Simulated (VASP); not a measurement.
Input of a VASP 6.6.1 run:

The input INCAR:

```
PREC = Accurate
ENCUT = 520
EDIFF = 1E-6
ISMEAR = 0
SIGMA = 0.1
LREAL = False
LASPH = True
NELM = 80
ALGO = Normal
ISIF = 2
LWAVE = False
LCHARG = True
LELF = True
LVHAR = True
NBANDS = 38
```

File KPOINTS:

```
Automatic mesh
0
Gamma
  6 6 4
```

Contents of POSCAR:

```
TaSi2
1.0
    4.7686266500      0.0000000000      0.0000000000
   -2.3843133300      4.1297518200      0.0000000000
    0.0000000000      0.0000000000      6.5214099500
Ta Si
3 6
Direct
    0.0000000000      0.5000000000      0.1666666700
    0.5000000000      0.5000000000      0.8333333300
    0.5000000000      0.0000000000      0.5000000000
    0.8413836500      0.6827673000      0.5000000000
    0.1586163500      0.8413836500      0.8333333300
    0.6827673000      0.8413836500      0.1666666700
    0.1586163500      0.3172327000      0.5000000000
    0.8413836500      0.1586163500      0.8333333300
    0.3172327000      0.1586163500      0.1666666700
```

Potentials or basis: VASP PAW LDA potentials, release 64 (Ta_pv, Si).

Run with:

```bash
$ cat potpaw_LDA.64/Ta_pv/POTCAR potpaw_LDA.64/Si/POTCAR > POTCAR
$ mpirun -np 1 vasp_std > vasp.out
```

**Question.** What does it give for the largest force?

**Answer.** 0.091 eV/Å.

**Question.** What does it give for the pressure?

**Answer.** -2.3 GPa.

Forces on the atoms (eV/Å):
```
Ta   0.000  0.000  0.000
Ta   0.000  0.000  0.000
Ta   0.000  0.000  0.000
Si   0.000 -0.091  0.000
Si   0.079 -0.045  0.000
Si  -0.079 -0.045  0.000
Si   0.000  0.091  0.000
Si  -0.079  0.045  0.000
Si   0.079  0.045  0.000
```
